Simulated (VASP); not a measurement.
# HfNbSe4 (F-43m) in VASP: further runs, part 2 of 2

VASP 6.6.1. The steps go on from the part before.

**3. Relaxation of cell and atoms, PBE**

This run uses another cell than the first one, of 23.34 Å³/atom, 1.157 times its volume.

INCAR

```
  PREC = Accurate
  ENCUT = 600
  EDIFF = 1E-6
  ISMEAR = 0
  SIGMA = 0.1
  LREAL = False
  LASPH = True
  NELM = 100
  ALGO = Normal
  ISIF = 3
  LWAVE = False
  LCHARG = False
  GGA = PE
  IBRION = 2
  NSW = 90
  EDIFFG = -0.04
```

KPOINTS

```
Automatic mesh
0
Gamma
  4 4 4
```

POSCAR

```
HfNbSe4
1.0
    0.0000000000      4.1216973600      4.1216973600
    4.1216973600      0.0000000000      4.1216973600
    4.1216973600      4.1216973600      0.0000000000
Hf Nb Se
1 1 4
Direct
    0.0000000000      0.0000000000      0.0000000000
    0.7500000000      0.7500000000      0.7500000000
    0.8765038300      0.3744987200      0.3744987200
    0.3744987200      0.3744987200      0.3744987200
    0.3744987200      0.8765038300      0.3744987200
    0.3744987200      0.3744987200      0.8765038300
```

Potentials or basis: VASP PAW PBE potentials, release 64 (Hf_pv, Nb_sv, Se).

The run is started by

```bash
cat potpaw_PBE.64/Hf_pv/POTCAR potpaw_PBE.64/Nb_sv/POTCAR potpaw_PBE.64/Se/POTCAR > POTCAR
mpirun -np 1 vasp_std > vasp.out
```

OUTCAR:

```text
PREC = Accurate
   ENCUT = 600
   EDIFF = 1E-6
   ISMEAR = 0
   LREAL = False
   LASPH = True
   NELM = 100
   ISIF = 3
   GGA = PE
   IBRION = 2
   NSW = 90
   EDIFFG = -0.04

 ion  position               nearest neighbor table
   1  0.000  0.000  0.000-
   2  0.750  0.750  0.750-
   3  0.877  0.374  0.374-
   4  0.374  0.374  0.374-
   5  0.374  0.877  0.374-
   6  0.374  0.374  0.877-

  LATTYP: Found a face centered cubic cell.
 ALAT       =     8.2433947200

  Lattice vectors:

[... 172 lines left out ...]

------------------------ aborting loop because EDIFF is reached ----------------------------------------

  FORCE on cell =-STRESS in cart. coord.  units (eV):
  Direction    XX          YY          ZZ          XY          YZ          ZX
  --------------------------------------------------------------------------------------
  -------------------------------------------------------------------------------------
  Total       -7.9517652     -7.9517652     -7.9517652      0.0000000      0.0000000      0.0000000
  in kB      -90.9736951    -90.9736951    -90.9736951      0.0000000      0.0000000      0.0000000
  external PRESSURE =     -90.9736951 kB  Pullay stress =       0.0000000 kB
[... 147 lines left out ...]
--------------------------------------- Ionic step        5  -------------------------------------------

 number of electron      47.0000000 magnetization

 Free energy of the ion-electron system (eV)
  ---------------------------------------------------
  ext. energy  EPLUGINS =         0.00000000
  ---------------------------------------------------
  free energy    TOTEN  =       -29.63782843 eV

  energy without entropy =      -29.61312839  energy(sigma->0) =      -29.62547841

 E-fermi :   7.2989     XC(G=0): -11.0372

 val. band max:        7.2381607608   @ k =   0.2500   0.0000   0.0000
 cond. band min:       7.3633782302   @ k =   0.5000   0.2500   0.0000
 fundamental gap:      0.1252174694
 Fermi energy:         7.2989289188

 k-point     1 :       0.0000    0.0000    0.0000
  band No.  band energies     occupation
      1     -48.2906      2.00000
      2     -24.6169      2.00000
      3     -24.6169      2.00000
      4     -24.6169      2.00000
      5     -24.3064      2.00000
      6     -24.3064      2.00000
[... 270 lines left out ...]
  FREE ENERGIE OF THE ION-ELECTRON SYSTEM (eV)
  ---------------------------------------------------
  free  energy   TOTEN  =       -29.6378284277 eV

  energy  without entropy=      -29.6131283876  energy(sigma->0) =      -29.62547841

 reached required accuracy - stopping structural energy minimisation
```

CONTCAR:

```text
HfNbSe4
   1.00000000000000
    -0.0000000000000000    3.9261835578215583    3.9261835578215583
     3.9261835578215583   -0.0000000000000000    3.9261835578215583
     3.9261835578215583    3.9261835578215583    0.0000000000000000
  Hf              Nb              Se
     1     1     4
Direct
     0.0000000000000000    0.0000000000000000    0.0000000000000000
     0.7500000000000000    0.7500000000000000    0.7500000000000000
     0.8741575495026014    0.3752808134991302    0.3752808134991302
     0.3752808134991302    0.3752808134991302    0.3752808134991302
     0.3752808134991302    0.8741575495026014    0.3752808134991302
     0.3752808134991302    0.3752808134991302    0.8741575495026014

  0.00000000E+00  0.00000000E+00  0.00000000E+00
  0.00000000E+00  0.00000000E+00  0.00000000E+00
  0.00000000E+00  0.00000000E+00  0.00000000E+00
  0.00000000E+00  0.00000000E+00  0.00000000E+00
  0.00000000E+00  0.00000000E+00  0.00000000E+00
  0.00000000E+00  0.00000000E+00  0.00000000E+00
```

Run time: 2.3 min. Hardware: 1 thread of Intel Xeon 6975P-C (Granite Rapids), shared host; peak memory 0.36 GiB.

What came out:

```yaml
Free_energy: -29.6378 eV
Relaxed_volume: 20.17 Å³/atom
Relaxed_cell: a = 5.552 Å, b = 5.552 Å, c = 5.552 Å, α = 60.00°, β = 60.00°, γ = 60.00°
Space_group_after_relaxing_to_0.05_Å: F-43m (No. 216)
Energy_gained_by_relaxing: 105.9 meV/atom
Ionic_steps: 5
Pressure_after_relaxing: -0.2 GPa
Largest_force_after_relaxing: 0.014 eV/Å
```

Forces in eV/Å, atoms in the order of the input:
```
Hf   0.000  0.000  0.000
Nb   0.000  0.000  0.000
Se  -0.008  0.008  0.008
Se  -0.008 -0.008 -0.008
Se   0.008 -0.008  0.008
Se   0.008  0.008 -0.008
```

Step by step:
```
step  energy change (eV)  largest force (eV/Å)  pressure (GPa)  volume (Å³)
   1              0.0000                0.1423           -9.10       140.04
   2             -0.5505                0.0911            4.84       114.86
   3             -0.6343                0.1303            0.04       120.68
   4             -0.6340                0.1320           -0.23       121.05
   5             -0.6354                0.0137           -0.23       121.04
```

Final structure:
```
Hf Nb Se
1.0
     0.00000    3.92618    3.92618
     3.92618    0.00000    3.92618
     3.92618    3.92618    0.00000
Hf Nb Se
1 1 4
Direct
  0.00000 0.00000 0.00000
  0.75000 0.75000 0.75000
  0.87416 0.37528 0.37528
  0.37528 0.37528 0.37528
  0.37528 0.87416 0.37528
  0.37528 0.37528 0.87416
```

Caveat: spin-orbit coupling is left out, which moves the levels of the heavy elements.
